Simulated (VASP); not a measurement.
# Li15S8 (a cell with a defect) in VASP: further runs

Li15S8 (a cell with a defect) is run at these levels: PBE; tasks: single point.

Program: VASP 6.6.1. These are calculated values, not measurements. Logs are shortened: lines on timing, memory, paths and dates and some standing lists are left out, and cuts for length are marked.

## (1) The cell of the first run

The cell holds a defect, 23 atoms: a = 7.981 Å, b = 7.981 Å, c = 7.981 Å, α = 60.00°, β = 60.00°, γ = 60.00°.

## (2) Single point, PBE

Contents of INCAR:

```
  PREC = Accurate
  ENCUT = 650
  EDIFF = 1E-6
  ISMEAR = -1
  SIGMA = 0.1
  LREAL = False
  LASPH = True
  NELM = 120
  ALGO = Normal
  ISIF = 2
  LWAVE = False
  LCHARG = False
  GGA = PE
  NBANDS = 64
  GGA_COMPAT = False
```

Contents of KPOINTS:

```
regular mesh
0
Gamma
  2 2 2
```

Contents of POSCAR:

```
Li15S8
1.0
    0.0000000000      5.6432580000      5.6432580000
    5.6432580000      0.0000000000      5.6432580000
    5.6432580000      5.6432580000      0.0000000000
S Li
8 15
Direct
   -0.0014338349      0.0036602083     -0.0004631190
    0.0044583289     -0.0043256041      0.5041484015
   -0.0014564282      0.4981781801     -0.0004550563
    0.0031259425      0.5016594138      0.4935295356
    0.5031209808     -0.0043039854      0.0054540303
    0.4994713160      0.0191207809      0.5004629418
    0.4925473902      0.5016511738      0.0040905449
    0.4994853150      0.4808907372      0.5004593977
    0.1312715988      0.1181759721      0.1323146133
    0.3700925068      0.3794016683      0.3710676528
    0.1272853377      0.1291013099      0.6198763197
    0.3816894425      0.3781893367      0.8686218139
    0.1217903736      0.6276905114      0.1227814677
    0.4399657078      0.8094600672      0.4410358343
    0.1272808190      0.6237100094      0.6198760539
    0.3817711329      0.8714194885      0.8686094097
    0.6189048950      0.1290850073      0.1282432949
    0.8676225684      0.3781792362      0.3827574426
    0.6297951467      0.1196859155      0.6307949238
    0.8624280513      0.3870430875      0.8634088677
    0.6189173878      0.6237167431      0.1282368270
    0.8675788879      0.8714183367      0.3827639105
    0.8756835147      0.8737840800      0.8766838234
```

Potentials or basis: VASP PAW PBE potentials, release 64 (S, Li_sv).

Run with:

```sh
> cat potpaw_PBE.64/S/POTCAR potpaw_PBE.64/Li_sv/POTCAR > POTCAR
> mpirun -np 1 vasp_std > vasp.out
```

OUTCAR:

```text
PREC = Accurate
   ENCUT = 650
   EDIFF = 1E-6
   ISMEAR = -1
   LREAL = False
   LASPH = True
   NELM = 120
   ISIF = 2
   GGA = PE

 ion  position               nearest neighbor table
   1  0.999  0.004  1.000-  23 2.45  13 2.45  11 2.47  17 2.47   9 2.48  16 2.50  22 2.50  20 2.50

   2  0.004  0.996  0.504-   9 2.42  15 2.42  11 2.42  23 2.43  19 2.44  18 2.49  22 2.49
   3  0.999  0.498  1.000-  23 2.45  13 2.45  21 2.47  15 2.47   9 2.48  12 2.50  18 2.50  20 2.50

   4  0.003  0.502  0.494-  10 2.39  18 2.41  22 2.41  20 2.41  13 2.42  15 2.43  11 2.43
   5  0.503  0.996  0.005-   9 2.42  17 2.42  21 2.42  23 2.43  19 2.44  16 2.49  12 2.49
   6  0.499  0.019  0.500-  14 2.25  10 2.35  19 2.36  22 2.41  16 2.41  11 2.43  17 2.43
   7  0.493  0.502  0.004-  10 2.39  16 2.41  12 2.41  20 2.41  13 2.42  17 2.43  21 2.43
   8  0.499  0.481  0.500-  14 2.25  10 2.35  19 2.36  18 2.41  12 2.41  15 2.43  21 2.43
   9  0.131  0.118  0.132-   2 2.42   5 2.42   1 2.48   3 2.48
  10  0.370  0.379  0.371-   8 2.35   6 2.35   4 2.39   7 2.39
  11  0.127  0.129  0.620-   2 2.42   4 2.43   6 2.43   1 2.47
  12  0.382  0.378  0.869-   8 2.41   7 2.41   5 2.49   3 2.50
  13  0.122  0.628  0.123-   4 2.42   7 2.42   1 2.45   3 2.45
  14  0.440  0.809  0.441-   8 2.25   6 2.25
  15  0.127  0.624  0.620-   2 2.42   4 2.43   8 2.43   3 2.47
  16  0.382  0.871  0.869-   6 2.41   7 2.41   5 2.49   1 2.50
  17  0.619  0.129  0.128-   5 2.42   7 2.43   6 2.43   1 2.47
  18  0.868  0.378  0.383-   8 2.41   4 2.41   2 2.49   3 2.50
  19  0.630  0.120  0.631-   8 2.36   6 2.36   5 2.44   2 2.44
  20  0.862  0.387  0.863-   4 2.41   7 2.41   1 2.50   3 2.50
  21  0.619  0.624  0.128-   5 2.42   7 2.43   8 2.43   3 2.47
  22  0.868  0.871  0.383-   6 2.41   4 2.41   2 2.49   1 2.50
  23  0.876  0.874  0.877-   2 2.43   5 2.43   3 2.45   1 2.45

  LATTYP: Found a face centered cubic cell.
 ALAT       =    11.2865160000

  Lattice vectors:

 A1 = (   0.0000000000,   5.6432580000,   5.6432580000)
 A2 = (   5.6432580000,   0.0000000000,   5.6432580000)
 A3 = (   5.6432580000,   5.6432580000,   0.0000000000)

Analysis of symmetry for initial positions (statically):
=====================================================================
 Subroutine PRICEL returns:
 Original cell was already a primitive cell.

 Routine SETGRP: Setting up the symmetry group for a
 face centered cubic supercell.

 Subroutine GETGRP returns: Found  1 space group operations
 (whereof  1 operations were pure point group operations)
 out of a pool of 48 trial point group operations.

The static configuration has the point symmetry C_1 .

Analysis of symmetry for dynamics (positions and initial velocities):
[... 146 lines left out ...]
   PSTRESS=    0.0 pullay stress
   NELECT =      93.0000    total number of electrons
   NUPDOWN=      -1.0000    fix difference up-down
   EMIN   =  10.00;   EMAX   =-10.00  energy-range for DOS
   EFERMI =   0.00;   METHOD = LEGACY
   ISMEAR =    -1;   SIGMA  =   0.10  broadening in eV -4-tet -1-fermi 0-gaus
   EFERMI_NEDOS =   21; number of points for ismear=-14 and -15
   IALGO  =     38    algorithm
   IMIX   =      4    mixing-type and parameters
     AMIX     =   0.40;   BMIX     =  1.00
     AMIX_MAG =   1.60;   BMIX_MAG =  1.00
  volume/ion in A,a.u.               =      15.63       105.46
  Fermi-wavevector in a.u.,A,eV,Ry     =   1.043188  1.971339 14.806420  1.088241
  Thomas-Fermi vector in A             =   2.177886
   LORBIT       =      0    0 simple, 1 ext, 2 COOP (PROOUT), +10 PAW based schemes
   GGA     = PE    functional components
   LHFCALC =     F    Hartree Fock is set to
   AEXX    =    0.0000 exact exchange contribution
   IVDW    =     0    specifies the selected vdW correction
   LEPSILON=     F    determine dielectric tensor
   LRPA    =     F    only Hartree local field effects (RPA)
 non-spin polarized calculation
  energy-cutoff  :      650.00
  volume of cell :      359.43
 maximum number of plane-waves:     13600
 NGX is ok and might be reduce to    70
   NGX = 33   NGY = 33   NGZ = 33

 number of electron      93.0000002 magnetization

 Free energy of the ion-electron system (eV)
  ---------------------------------------------------
  ext. energy  EPLUGINS =         0.00000000
  ---------------------------------------------------
  free energy    TOTEN  =       -90.56608735 eV

  energy without entropy =      -90.34097104  energy(sigma->0) =      -90.45352919

 E-fermi :   1.4088     XC(G=0):  -8.4923

 val. band max:        1.3886222380   @ k =   0.0000   0.0000   0.0000
 cond. band min:       1.4615465895   @ k =   0.0000   0.0000   0.0000
 fundamental gap:      0.0729243514
 Fermi energy:         1.4087588367

 k-point     1 :       0.0000    0.0000    0.0000
  band No.  band energies     occupation
      1     -42.8571      2.00000
      2     -42.7190      2.00000
      3     -42.7145      2.00000
      4     -42.7129      2.00000
      5     -42.7128      2.00000
      6     -42.7117      2.00000
[... 477 lines left out ...]
     57       8.1997      0.00000
     58       8.3599      0.00000
 [bands above 58 left out]

------------------------ aborting loop because EDIFF is reached ----------------------------------------

  FORCE on cell =-STRESS in cart. coord.  units (eV):
  Direction    XX          YY          ZZ          XY          YZ          ZX
  --------------------------------------------------------------------------------------
  -------------------------------------------------------------------------------------
  Total        3.7067127      1.9779874      3.7070731     -0.0020634      0.0004770      1.4001834
  in kB       16.5226533      8.8168691     16.5242600     -0.0091978      0.0021264      6.2413105
  external PRESSURE =      13.9545941 kB  Pullay stress =       0.0000000 kB

 VOLUME and BASIS-vectors are now :
 -----------------------------------------------------------------------------
  energy-cutoff  :      650.00
  volume of cell :      359.43
      direct lattice vectors                 reciprocal lattice vectors
     0.000000000  5.643258000  5.643258000    -0.088601301  0.088601301  0.088601301
     5.643258000  0.000000000  5.643258000     0.088601301 -0.088601301  0.088601301
     5.643258000  5.643258000  0.000000000     0.088601301  0.088601301 -0.088601301

 POSITION                                       TOTAL-FORCE (eV/Angst)
 -----------------------------------------------------------------------------------
      5.66130     11.27581      5.65582         0.003891      0.012243      0.003321
      8.46389      2.87020      5.64401        -0.019591      0.044140      0.019662
      8.45204     11.27573      8.44639        -0.003305      0.012476     -0.003336
      5.61611      2.80276      2.84863        -0.000570      0.023911      0.000265
      5.64975      2.87002      8.45821         0.019141      0.044548     -0.019584
      2.93214      5.64289      2.92655        -0.001320      0.046829     -0.001176
[... 15 lines left out ...]
      7.07767      7.05601      9.81361        -0.012140      0.023888     -0.016745
      9.87834      9.88906      9.87270         0.000175      0.004088      0.000129
 -----------------------------------------------------------------------------------
    total drift:                                0.000261      0.001315     -0.000220

  FREE ENERGIE OF THE ION-ELECTRON SYSTEM (eV)
  ---------------------------------------------------
  free  energy   TOTEN  =       -90.5660873486 eV

  energy  without entropy=      -90.3409710394  energy(sigma->0) =      -90.45352919
```

OSZICAR:

```text
N       E                     dE             d eps       ncg     rms          rms(c)
DAV:   1     0.803800871322E+03    0.80380E+03   -0.42701E+04  1024   0.170E+03
DAV:   2     0.376235239891E+02   -0.76618E+03   -0.70925E+03  1168   0.422E+02
DAV:   3    -0.722681330386E+02   -0.10989E+03   -0.10879E+03  1472   0.123E+02
DAV:   4    -0.900536998388E+02   -0.17786E+02   -0.17682E+02  1888   0.509E+01
DAV:   5    -0.927769575375E+02   -0.27233E+01   -0.27225E+01  1608   0.136E+01    0.106E+01
DAV:   6    -0.905810561013E+02    0.21959E+01   -0.48952E+00  1280   0.655E+00    0.814E+00
DAV:   7    -0.904774445806E+02    0.10361E+00   -0.20969E+00  1640   0.333E+00    0.510E+00
DAV:   8    -0.905548556841E+02   -0.77411E-01   -0.29705E-01  1432   0.172E+00    0.898E-01
DAV:   9    -0.905577592623E+02   -0.29036E-02   -0.34970E-02  1496   0.541E-01    0.390E-01
DAV:  10    -0.905634185359E+02   -0.56593E-02   -0.60209E-03  1424   0.259E-01    0.191E-01
DAV:  11    -0.905659144626E+02   -0.24959E-02   -0.27172E-03  1328   0.173E-01    0.475E-02
DAV:  12    -0.905660304488E+02   -0.11599E-03   -0.25658E-04  1696   0.498E-02    0.371E-02
DAV:  13    -0.905660680003E+02   -0.37551E-04   -0.33473E-05  1280   0.208E-02    0.177E-02
DAV:  14    -0.905660849133E+02   -0.16913E-04   -0.19874E-05  1264   0.159E-02    0.617E-03
DAV:  15    -0.905660875437E+02   -0.26304E-05   -0.52656E-06  1424   0.753E-03    0.539E-03
DAV:  16    -0.905660873486E+02    0.19512E-06   -0.47977E-07   848   0.324E-03
   1 F= -.90566087E+02 E0= -.90453529E+02  d E =-.225116E+00
```

stdout:

```text
POSCAR found type information on POSCAR S Li
 POSCAR found :  2 types and      23 ions
 scaLAPACK will be used
 -----------------------------------------------------------------------------
|                                                                             |
|                                                                             |
|     You have a (more or less) 'large supercell' and for larger cells it     |
|     might be more efficient to use real-space projection operators.         |
|     Therefore, try LREAL= Auto in the INCAR file.                           |
|     Mind: For very accurate calculation, you might also keep the            |
|     reciprocal projection scheme (i.e. LREAL=.FALSE.).                      |
|                                                                             |
 -----------------------------------------------------------------------------

 LDA part: xc-table for (Slater+PW92), standard interpolation
 POSCAR, INCAR and KPOINTS ok, starting setup
 FFT: planning ... GRIDC
 FFT: planning ... GRID_SOFT
 FFT: planning ... GRID
 WAVECAR not read
 entering main loop
```

Wall time 14 min (1 thread of Oxide Virtual Turin-like, shared host); peak memory 0.74 GiB.

What came out:

```
Free energy            : -90.5661 eV
Pressure               : 1.4 GPa
Largest force          : 0.449 eV/Å
Band gap on the k mesh : zero (an odd number of electrons rules out a gap without spin polarisation)
```

Forces on the atoms (eV/Å):
```
S    0.004  0.012  0.003
S   -0.020  0.044  0.020
S   -0.003  0.012 -0.003
S   -0.001  0.024  0.000
S    0.019  0.045 -0.020
S   -0.001  0.047 -0.001
S    0.001  0.024  0.000
S    0.001  0.047  0.001
Li   0.000  0.004  0.000
Li   0.000  0.018  0.000
Li   0.014  0.006 -0.003
Li   0.011  0.024  0.018
Li   0.000  0.031  0.000
Li   0.001 -0.449  0.001
Li   0.002  0.006 -0.015
Li  -0.017  0.023 -0.012
Li  -0.002  0.006  0.014
Li   0.017  0.023  0.012
Li   0.000  0.017  0.000
Li   0.000  0.001  0.000
Li  -0.014  0.006  0.002
Li  -0.012  0.024 -0.017
Li   0.000  0.004  0.000
```

Levels at points of the mesh, in eV from the Fermi level:
```tsv
k point	band 44	band 45	band 46	band 47	band 48	band 49	band 50	band 51
(0.00, 0.00, 0.00)	-0.30	-0.02	0.05	0.07	3.46	3.62	3.63	4.50
(0.50, 0.00, 0.00)	-0.32	-0.27	-0.24	-0.14	4.82	4.99	5.03	5.16
(0.00, 0.50, 0.00)	-0.31	-0.23	-0.13	-0.12	4.87	5.04	5.10	5.19
(0.00, 0.00, 0.50)	-0.32	-0.27	-0.24	-0.14	4.82	4.99	5.03	5.16
(0.50, 0.50, 0.50)	-0.31	-0.23	-0.13	-0.12	4.87	5.04	5.10	5.19
(0.50, 0.50, 0.00)	-0.58	-0.46	-0.39	-0.30	4.95	5.01	5.57	5.66
(0.00, 0.50, 0.50)	-0.58	-0.46	-0.39	-0.30	4.95	5.01	5.57	5.66
(0.50, 0.00, 0.50)	-0.61	-0.52	-0.50	-0.31	4.98	5.07	5.46	5.70
```

Caveat: the k points lie up to 0.48 Å⁻¹ apart, too coarse for converged energies and pressures of a metal.

## (3) Single point, PBE

Contents of INCAR:

```
ALGO = Normal ; EDIFF = 1E-6
ENCUT = 650 ; GGA = PE
GGA_COMPAT = F ; ISIF = 2
ISMEAR = -1 ; LASPH = T
LCHARG = F ; LREAL = F
LWAVE = F ; NBANDS = 64
NELM = 120 ; PREC = Accurate
SIGMA = 0.1
```

Contents of KPOINTS:

```
k-points
0
Gamma
  2 2 2
```

Contents of POSCAR:

```
Li15S8
1.0
    0.0000000000      5.6432580000      5.6432580000
    5.6432580000      0.0000000000      5.6432580000
    5.6432580000      5.6432580000      0.0000000000
S Li
8 15
Direct
    0.0000071767      0.0021853511      0.0012456457
   -0.0046016858     -0.0012507846      0.5072662813
   -0.0000338457      0.4967213975      0.0012489239
   -0.0058953534      0.5047038431      0.4966733756
    0.5059808536     -0.0012389120     -0.0033212198
    0.4990855460      0.0194411632      0.5003222429
    0.4954133765      0.5047179307     -0.0047092477
    0.4990851030      0.4813088468      0.5003147118
    0.1361086096      0.1133164566      0.1374137068
    0.3687779293      0.3806921463      0.3699993869
    0.1309591906      0.1221982940      0.6180207426
    0.3795575180      0.3713085597      0.8725521676
    0.1228528804      0.6265891972      0.1241152717
    0.5586577824      0.6906357994      0.5602114948
    0.1309518367      0.6289914443      0.6180236665
    0.3796416006      0.8767101380      0.8725403836
    0.6167937918      0.1221970535      0.1321753321
    0.8712891560      0.3713164452      0.3808972583
    0.6284360914      0.1210160868      0.6297177978
    0.8672785295      0.3821623077      0.8685180617
    0.6168029177      0.6289939251      0.1321683325
    0.8712380331      0.8766859499      0.3809079790
    0.8767452241      0.8726991571      0.8780069066
```

Potentials or basis: VASP PAW PBE potentials, release 64 (S, Li_sv).

Run with:

```sh
> cat potpaw_PBE.64/S/POTCAR potpaw_PBE.64/Li_sv/POTCAR > POTCAR
> mpirun -np 1 vasp_std > vasp.out
```

It took 14 min on 1 thread of Oxide Virtual Turin-like, shared host; peak memory 0.72 GiB.

It converged, with:

```yaml
Free_energy: -90.5675 eV
Pressure: 1.4 GPa
Largest_force: 0.449 eV/Å
Band_gap_on_the_k_mesh: zero (an odd number of electrons rules out a gap without spin polarisation)
```

Forces in eV/Å, atoms in the order of the input:
```
S    0.004 -0.013  0.003
S    0.000 -0.024  0.000
S   -0.003 -0.012 -0.003
S    0.019 -0.044 -0.020
S   -0.001 -0.024  0.000
S   -0.001 -0.047 -0.001
S   -0.019 -0.044  0.020
S    0.002 -0.047  0.001
Li   0.000 -0.002  0.000
Li   0.000 -0.017  0.000
Li  -0.017 -0.023 -0.012
Li   0.002 -0.005 -0.014
Li   0.000 -0.004  0.000
Li   0.000  0.449  0.000
Li   0.012 -0.024  0.017
Li   0.014 -0.006 -0.003
Li  -0.012 -0.023 -0.017
Li  -0.014 -0.006  0.002
Li   0.000 -0.019  0.000
Li   0.000 -0.004  0.000
Li   0.017 -0.024  0.011
Li  -0.003 -0.005  0.015
Li   0.000 -0.031  0.000
```

Stress tensor (GPa, compression positive):
```
1.65 0.00 0.62
0.00 0.88 0.00
0.62 0.00 1.65
```

Levels at points of the mesh, in eV from the Fermi level:
| k point | band 44 | band 45 | band 46 | band 47 | band 48 | band 49 | band 50 | band 51 |
| --- | --- | --- | --- | --- | --- | --- | --- | --- |
| (0.00, 0.00, 0.00) | -0.31 | -0.02 | 0.05 | 0.07 | 3.46 | 3.62 | 3.63 | 4.50 |
| (0.50, 0.00, 0.00) | -0.32 | -0.27 | -0.24 | -0.14 | 4.83 | 4.99 | 5.03 | 5.16 |
| (0.00, 0.50, 0.00) | -0.31 | -0.23 | -0.13 | -0.12 | 4.88 | 5.04 | 5.10 | 5.19 |
| (0.00, 0.00, 0.50) | -0.32 | -0.27 | -0.24 | -0.14 | 4.82 | 4.99 | 5.03 | 5.16 |
| (0.50, 0.50, 0.50) | -0.31 | -0.23 | -0.13 | -0.12 | 4.88 | 5.04 | 5.10 | 5.19 |
| (0.50, 0.50, 0.00) | -0.58 | -0.46 | -0.39 | -0.30 | 4.95 | 5.01 | 5.57 | 5.66 |
| (0.00, 0.50, 0.50) | -0.58 | -0.46 | -0.39 | -0.30 | 4.95 | 5.01 | 5.57 | 5.66 |
| (0.50, 0.00, 0.50) | -0.61 | -0.51 | -0.50 | -0.31 | 4.98 | 5.07 | 5.46 | 5.70 |

Caveat: the k points lie up to 0.48 Å⁻¹ apart, too coarse for converged energies and pressures of a metal.

The gap in the log of VASP goes by the Fermi energy; the results here count the filled bands.